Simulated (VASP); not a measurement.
ZnCu2SnSe4: single point with PBEsol+D3(BJ)

ZnCu2SnSe4:

```
CELL_PARAMETERS angstrom
-2.80152 2.80152 5.60927
2.80152 -2.80152 5.60927
2.80152 2.80152 -5.60927
ATOMIC_POSITIONS crystal
Sn 0.50000 0.50000 0.00000
Se 0.89718 0.37517 0.00000
Se 0.10282 0.10282 0.47800
Se 0.37517 0.89718 0.00000
Se 0.62483 0.62483 0.52200
Zn 0.00000 0.00000 0.00000
Cu 0.25000 0.75000 0.50000
Cu 0.75000 0.25000 0.50000
```

```json
{"Program": "VASP 6.6.1", "Task": "single point", "Functional": "PBEsol", "Dispersion": "D3(BJ)", "Potentials or basis": "VASP PAW PBE potentials, release 64 (Sn_d, Se, Zn, Cu)", "Cutoff": "520 eV", "k mesh": "7 × 7 × 7", "Occupations": "fermi-dirac, width 0.05 eV", "Spin": "no spin polarisation", "Dipole correction": "no", "Further INCAR settings": "ALGO = Normal; EDIFF = 1e-06; NBANDS = 46"}
```

- Pressure: 0.0 GPa
- Largest force: 0.015 eV/Å
- Band gap on the k mesh: zero (filled and empty bands touch)
- Dispersion energy per atom: -0.329 eV

Forces in eV/Å, atoms in the order of the input:
```
Sn   0.000  0.000  0.000
Se   0.006 -0.006 -0.012
Se   0.006  0.006  0.012
Se  -0.006  0.006 -0.012
Se  -0.006 -0.006  0.012
Zn   0.000  0.000  0.000
Cu   0.000  0.000  0.000
Cu   0.000  0.000  0.000
```

Levels at points of the mesh, in eV from the Fermi level:
```tsv
k point	band 34	band 35	band 36	band 37	band 38	band 39
(0.00, 0.00, 0.00)	-0.39	-0.10	-0.05	-0.05	1.42	2.56
```

Wall time 7.3 min on 1 thread of Intel(R) Xeon(R) 6975P-C (Granite Rapids), on a shared host, peak memory 0.6 GiB.

Caveat: three body term missing; semilocal functionals underestimate gaps, and a narrow one can read as zero; the PAW data sets were made with another functional, which shifts forces and pressure a little; spin-orbit coupling is left out, which moves the levels of the heavy elements. With open d or f shells a metallic result of PBEsol can be an artefact of self-interaction; +U or a hybrid may open a gap.
